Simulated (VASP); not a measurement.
Crystal: Si.

```
Si
1.0
     2.64020    0.00000    0.00000
    -1.32010    2.28648    0.00000
     0.00000    0.00000    2.52573
Si
1
Direct
  0.00000 0.00000 0.00000
```

The cell was built from a structure type or drawn by symmetry, and may not be a known phase.

| Item | Value |
| --- | --- |
| Program | VASP 6.6.1 |
| Task | relaxation of cell and atoms |
| Functional | PBE |
| Potentials or basis | VASP PAW PBE potentials, release 64 (Si) |
| Cutoff | 600 eV |
| k mesh | 24 × 24 × 22 |
| Occupations | gaussian, width 0.1 eV |
| Spin | no spin polarisation |

At the start: pressure -1.2 GPa; volume 15.25 Å³/atom.

Problem. Where does the relaxation end?

Solution. Over 5 steps the energy falls by 3.0 meV/atom and the volume is 15.10 Å³/atom (-1.0 %); space group P6/mmm (No. 191, to 0.1 Å) before and after.

The path:
```
step  energy change (eV)  largest force (eV/Å)  pressure (GPa)  volume (Å³)
   1              0.0000                0.0000           -1.16        15.25
   2             -0.0028                0.0000            0.67        15.00
   3             -0.0029                0.0000            0.34        15.05
   4             -0.0030                0.0000           -0.08        15.11
   5             -0.0030                0.0000            0.00        15.10
```

Final structure:
```yaml
crystal:
  lattice:
    - [2.64740, 0.00000, 0.00000]
    - [-1.32370, 2.29271, 0.00000]
    - [0.00000, 0.00000, 2.48719]
  atoms:
    - { symbol: Si, position: [0.00000, 0.00000, 0.00000] }
```
